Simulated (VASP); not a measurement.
# Fe (Im-3m) in VASP: a series of runs, part 2 of 2

VASP 6.6.1.

## (3) Single point, PBEsol, collinear spin, ferromagnetic start

INCAR

```
SYSTEM = Fe
PREC = Accurate
ENCUT = 520
EDIFF = 1E-6
ISMEAR = -1
SIGMA = 0.08
LREAL = .FALSE.
LASPH = .TRUE.
NELM = 150
ALGO = Normal
ISIF = 2
LWAVE = .FALSE.
LCHARG = .TRUE.
ISPIN = 2
MAGMOM = 2.5 2.5 2.5
LORBIT = 11
LMAXMIX = 4
GGA = PS
LELF = .TRUE.
LVHAR = .TRUE.
NBANDS = 23
```

KPOINTS

```
Automatic mesh
0
G
  11 11 15
  0 0 0
```

POSCAR

```
Fe
1.0
    0.0000000000      2.7881300232     -2.7881300232
   -2.7881300232      0.0000000000      2.7881300232
    1.3940650116      1.3940650116      1.3940650116
Fe
3
Direct
    0.0000000000      0.0000000000      0.0000000000
    0.3333333330      0.6666666670      0.3333333330
    0.6666666670      0.3333333330      0.6666666670
```

Potentials or basis: VASP PAW PBE potentials, release 64 (Fe).

Run with:

```console
$ cat potpaw_PBE.64/Fe/POTCAR > POTCAR
$ mpirun -np 1 vasp_std > vasp.out
```

OUTCAR:

```text
SYSTEM = Fe
   PREC = Accurate
   ENCUT = 520
   EDIFF = 1E-6
   ISMEAR = -1
   LREAL = .FALSE.
   LASPH = .TRUE.
   NELM = 150
   ISIF = 2
   ISPIN = 2
   LORBIT = 11
   GGA = PS

 ion  position               nearest neighbor table
   1  0.000  0.000  0.000-   2 2.41   3 2.41   3 2.41   2 2.41   3 2.41   2 2.41   3 2.79   2 2.79
                             3 2.79   3 2.79   2 2.79   2 2.79
   2  0.333  0.667  0.333-   1 2.41   3 2.41   3 2.41   1 2.41   1 2.41   3 2.41   3 2.79   3 2.79
                             1 2.79   1 2.79   1 2.79   3 2.79
   3  0.667  0.333  0.667-   1 2.41   2 2.41   2 2.41   1 2.41   1 2.41   2 2.41   2 2.79   2 2.79
                             1 2.79   1 2.79   1 2.79   2 2.79

  LATTYP: Found a hexagonal cell.
 ALAT       =     3.9430112925
 C/A-ratio  =     0.6123724357

  Lattice vectors:

 A1 = (   0.0000000000,   2.7881300232,  -2.7881300232)
 A2 = (  -2.7881300232,   0.0000000000,   2.7881300232)
 A3 = (   1.3940650116,   1.3940650116,   1.3940650116)

Analysis of symmetry for initial positions (statically):
=====================================================================
 Subroutine PRICEL returns following result:

  LATTYP: Found a body centered cubic cell.
 ALAT       =     2.7881300213
[... 12 lines left out ...]
 Subroutine GETGRP returns: Found 12 space group operations
 (whereof 12 operations were pure point group operations)
 out of a pool of 24 trial point group operations.

The static configuration has the point symmetry D_3d.

Analysis of symmetry for dynamics (positions and initial velocities):
=====================================================================
 Subroutine PRICEL returns following result:

  LATTYP: Found a body centered cubic cell.
 ALAT       =     2.7881300213
[... 12 lines left out ...]
 Subroutine GETGRP returns: Found 12 space group operations
 (whereof 12 operations were pure point group operations)
 out of a pool of 24 trial point group operations.

The dynamic configuration has the point symmetry D_3d.

Analysis of structural, dynamic, and magnetic symmetry:
=====================================================================
 Subroutine PRICEL returns following result:

  LATTYP: Found a body centered cubic cell.
 ALAT       =     2.7881300213
[... 12 lines left out ...]
 Subroutine GETGRP returns: Found 12 space group operations
 (whereof 12 operations were pure point group operations)
 out of a pool of 24 trial point group operations.

The overall configuration has the point symmetry D_3d.

 Subroutine INISYM returns: Found 12 space group operations
 (whereof 12 operations are pure point group operations),
 and found     3 'primitive' translations

----------------------------------------------------------------------------------------

                                     Primitive cell

  volume of cell :      10.8370

  direct lattice vectors                    reciprocal lattice vectors
    -1.394065014  1.394065009 -1.394065009    -0.358663331  0.358663331  0.000000000
    -1.394065010 -1.394065010  1.394065010    -0.358663330 -0.000000001  0.358663331
     1.394065012  1.394065012  1.394065012     0.000000000  0.358663331  0.358663331

  length of vectors
     2.414591428  2.414591427  2.414591429     0.507226546  0.507226546  0.507226546

  position of ions in fractional coordinates (direct lattice)
     0.000000000  0.000000000  0.000000000

[... 72 lines left out ...]
   LASPH  =      T    aspherical Exc in radial PAW
   ENCUT  =  520.0 eV  38.22 Ry    6.18 a.u.   7.33  7.33  4.49*2*pi/ulx,y,z
   NELM   =    150;   NELMIN=  2; NELMDL= -5     # of ELM steps
   EDIFF  = 0.1E-05   stopping-criterion for ELM
   LREAL  =      F    real-space projection
   EDIFFG = 0.1E-04   stopping-criterion for IOM
   NSW    =      0    number of steps for IOM
   IBRION =     -1    ionic relax: 0-MD 1-quasi-New 2-CG
   NFREE  =      0    steps in history (QN), initial steepest desc. (CG)
   ISIF   =      2    stress and relaxation
   ISYM   =      2    0-nonsym 1-usesym 2-fastsym
   POTIM  = 0.5000    time-step for ionic-motion
   TEBEG  =    0.0;   TEEND  =   0.0 temperature during run
   PSTRESS=    0.0 pullay stress
   NELECT =      24.0000    total number of electrons
   NUPDOWN=      -1.0000    fix difference up-down
   EMIN   =  10.00;   EMAX   =-10.00  energy-range for DOS
   EFERMI =   0.00;   METHOD = LEGACY
   ISMEAR =    -1;   SIGMA  =   0.08  broadening in eV -4-tet -1-fermi 0-gaus
   EFERMI_NEDOS =   21; number of points for ismear=-14 and -15
   IALGO  =     38    algorithm
   IMIX   =      4    mixing-type and parameters
     AMIX     =   0.40;   BMIX     =  1.00
     AMIX_MAG =   1.60;   BMIX_MAG =  1.00
  volume/ion in A,a.u.               =      10.84        73.13
  Fermi-wavevector in a.u.,A,eV,Ry     =   1.479569  2.795979 29.784834  2.189124
  Thomas-Fermi vector in A             =   2.593710
   LORBIT       =     11    0 simple, 1 ext, 2 COOP (PROOUT), +10 PAW based schemes
   GGA     = PS    functional components
   LHFCALC =     F    Hartree Fock is set to
   AEXX    =    0.0000 exact exchange contribution
   IVDW    =     0    specifies the selected vdW correction
   LEPSILON=     F    determine dielectric tensor
   LRPA    =     F    only Hartree local field effects (RPA)
 spin polarized calculation
  energy-cutoff  :      520.00
  volume of cell :       32.51
 maximum number of plane-waves:       911
 NGX is ok and might be reduce to    30
   NGX = 15   NGY = 15   NGZ =  9

 number of electron      23.9999997 magnetization       6.3376913

 Free energy of the ion-electron system (eV)
  ---------------------------------------------------
  ext. energy  EPLUGINS =         0.00000000
  ---------------------------------------------------
  free energy    TOTEN  =       -26.78556647 eV

  energy without entropy =      -26.72518720  energy(sigma->0) =      -26.75537684

 E-fermi :   6.2012     XC(G=0): -13.5489

 val. band max:        6.1998130907   @ k =   0.0000   0.1818   0.1333
 cond. band min:       6.2018604228   @ k =   0.1818   0.0909   0.2667
 fundamental gap:      0.0020473321
 Fermi energy:         6.2011558081

 spin component 1

 k-point     1 :       0.0000    0.0000    0.0000
  band No.  band energies     occupation
      1      -2.6390      1.00000
      2       2.2706      1.00000
      3       2.2706      1.00000
      4       2.8934      1.00000
      5       2.8934      1.00000
      6       2.8934      1.00000
[... 613 lines left out ...]
     22      23.6300      0.00000
     23      24.6796      0.00000

 [... further k-points ...]

 spin component 2

 k-point     1 :       0.0000    0.0000    0.0000
  band No.  band energies     occupation
      1      -2.3713      1.00000
      2       3.7560      1.00000
      3       3.7560      1.00000
      4       4.3522      1.00000
      5       4.3522      1.00000
      6       4.3523      1.00000
[... 613 lines left out ...]
     22      24.1051      0.00000
     23      25.3253      0.00000

 [... further k-points ...]

------------------------ aborting loop because EDIFF is reached ----------------------------------------

  FORCE on cell =-STRESS in cart. coord.  units (eV):
  Direction    XX          YY          ZZ          XY          YZ          ZX
  --------------------------------------------------------------------------------------
  -------------------------------------------------------------------------------------
  Total       -0.0374653     -0.0374653     -0.0374653      0.0004465      0.0004465      0.0004465
  in kB       -1.8463313     -1.8463313     -1.8463313      0.0220017      0.0220017      0.0220017
  external PRESSURE =      -1.8463313 kB  Pullay stress =       0.0000000 kB

 VOLUME and BASIS-vectors are now :
 -----------------------------------------------------------------------------
  energy-cutoff  :      520.00
  volume of cell :       32.51
      direct lattice vectors                 reciprocal lattice vectors
     0.000000000  2.788130023 -2.788130023    -0.119554444  0.239108887 -0.119554444
    -2.788130023  0.000000000  2.788130023    -0.239108887  0.119554444  0.119554444
     1.394065012  1.394065012  1.394065012     0.239108887  0.239108887  0.239108887

 POSITION                                       TOTAL-FORCE (eV/Angst)
 -----------------------------------------------------------------------------------
      0.00000      0.00000      0.00000        -0.000000      0.000000     -0.000000
     -1.39407      1.39407      1.39407        -0.000000     -0.000000     -0.000000
      0.00000      2.78813     -0.00000         0.000000      0.000000      0.000000
 -----------------------------------------------------------------------------------
    total drift:                                0.000000     -0.000000     -0.000000

  FREE ENERGIE OF THE ION-ELECTRON SYSTEM (eV)
  ---------------------------------------------------
  free  energy   TOTEN  =       -26.7855664722 eV

  energy  without entropy=      -26.7251871985  energy(sigma->0) =      -26.75537684

 total charge

# of ion       s       p       d       tot
------------------------------------------
    1        0.511   0.588   6.276   7.375
    2        0.511   0.588   6.276   7.375
    3        0.511   0.588   6.276   7.375
--------------------------------------------------
tot          1.532   1.765  18.829  22.126

 magnetization (x)

# of ion       s       p       d       tot
------------------------------------------
    1       -0.012  -0.049   2.156   2.094
    2       -0.012  -0.049   2.156   2.094
    3       -0.012  -0.049   2.156   2.094
--------------------------------------------------
tot         -0.037  -0.148   6.468   6.283
```

Wall time 1.9 min (1 thread of Intel Xeon 6975P-C (Granite Rapids), shared host); peak memory 0.3 GiB.

What came out:

| Property | Result |
| --- | --- |
| Free energy | -26.7856 eV |
| Pressure | -0.2 GPa |
| Net moment | 6.34 μB per cell |
| Site moments | Fe +2.09 μB |
| Valence electrons inside the program's atomic spheres | Fe 7.38 |

Caveat: the PAW data sets were made with another functional, which shifts forces and pressure a little.
